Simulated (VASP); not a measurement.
A run of VASP 6.6.1 is set up as follows.

Contents of INCAR:

```
PREC = Accurate
ENCUT = 520
EDIFF = 1E-6
ISMEAR = 0
SIGMA = 0.01
LREAL = F
LASPH = T
NELM = 80
ALGO = Normal
ISIF = 2
LWAVE = F
LCHARG = F
GGA = PS
NBANDS = 16
```

The input KPOINTS:

```
regular mesh
0
Gamma
  7 7 7
```

Contents of POSCAR:

```
GaN
1.0
    0.0000000000      2.2831557297      2.2831557297
    2.2831557297      0.0000000000      2.2831557297
    2.2831557297      2.2831557297      0.0000000000
Ga N
1 1
Direct
    0.0000000000      0.0000000000      0.0000000000
    0.7500000000      0.7500000000      0.7500000000
```

Potentials or basis: VASP PAW PBE potentials, release 64 (Ga_d, N).

The run is started by

```sh
$ cat potpaw_PBE.64/Ga_d/POTCAR potpaw_PBE.64/N/POTCAR > POTCAR
$ mpirun -np 1 vasp_std > vasp.out
```

(1) Predict the pressure.

(2) Predict the band gap on the k mesh.

Answers

(1) -7.9 GPa.

(2) 1.43 eV, direct.

Caveat: the PAW data sets were made with another functional, which shifts forces and pressure a little.
